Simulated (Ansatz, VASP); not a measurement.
## Two plane-wave programs on H3C

```
C H
1.0
     5.80381    0.00000    0.00000
    -2.90191    7.57358    0.00000
     0.00000    0.00000   26.22506
C H
2 6
Direct
  0.06628 0.40114 0.63126
  0.31801 0.38274 0.62934
  0.07741 0.53764 0.62589
  0.96909 0.35120 0.66723
  0.93822 0.31248 0.60236
  0.43465 0.47043 0.59865
  0.30538 0.24580 0.62410
  0.42803 0.43573 0.66374
```

Alike in both runs: task single point; functional PBE; dispersion D3(BJ); k mesh 4 × 3 × 1; occupations gaussian, width 0.1 eV; no spin polarisation.

```csv
,VASP,Ansatz
version,VASP 6.6.1,Ansatz 0.2.0
potentials or method,"VASP PAW PBE potentials, release 64 (C, H), cutoff 520 eV","scalar-relativistic, plane waves, PAW"
valence electrons in the cell,14,14
```

|  | VASP | Ansatz | Ansatz less VASP |
| --- | --- | --- | --- |
| gap on the k mesh at the Fermi level (eV) | 6.73 | 6.73 | 0.000 |
| rms of the force components (eV/Å) | 0.427 | 0.430 | +0.0038 |

Atom by atom the forces differ by 0.012 eV/Å (rms over components).
